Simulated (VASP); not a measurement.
Input of a VASP 6.6.1 run:

Contents of INCAR:

```
SYSTEM = RbCl
PREC = Accurate ; ENCUT = 500
EDIFF = 1E-6 ; ISMEAR = 0
SIGMA = 0.01 ; LREAL = .FALSE.
LASPH = .TRUE. ; NELM = 120
ALGO = Normal ; ISIF = 2
LWAVE = .FALSE. ; LCHARG = .FALSE.
GGA = PE ; NBANDS = 15
GGA_COMPAT = .FALSE.
```

KPOINTS

```
Automatic mesh
0
G
  6 6 6
  0 0 0
```

The input POSCAR:

```
RbCl
1.0
    0.0000000000      3.3058128186      3.3058128186
    3.3058128186      0.0000000000      3.3058128186
    3.3058128186      3.3058128186      0.0000000000
Rb Cl
1 1
Direct
    0.0000000000      0.0000000000      0.0000000000
    0.5000000000      0.5000000000      0.5000000000
```

Potentials or basis: VASP PAW PBE potentials, release 64 (Rb_sv, Cl).

The run is started by

```console
$ cat potpaw_PBE.64/Rb_sv/POTCAR potpaw_PBE.64/Cl/POTCAR > POTCAR
$ mpirun -np 1 vasp_std > vasp.out
```

(1) What does it give for the pressure?

(2) What does it give for the band gap on the k mesh?

Answers

(1) 0.6 GPa.

(2) 4.95 eV.
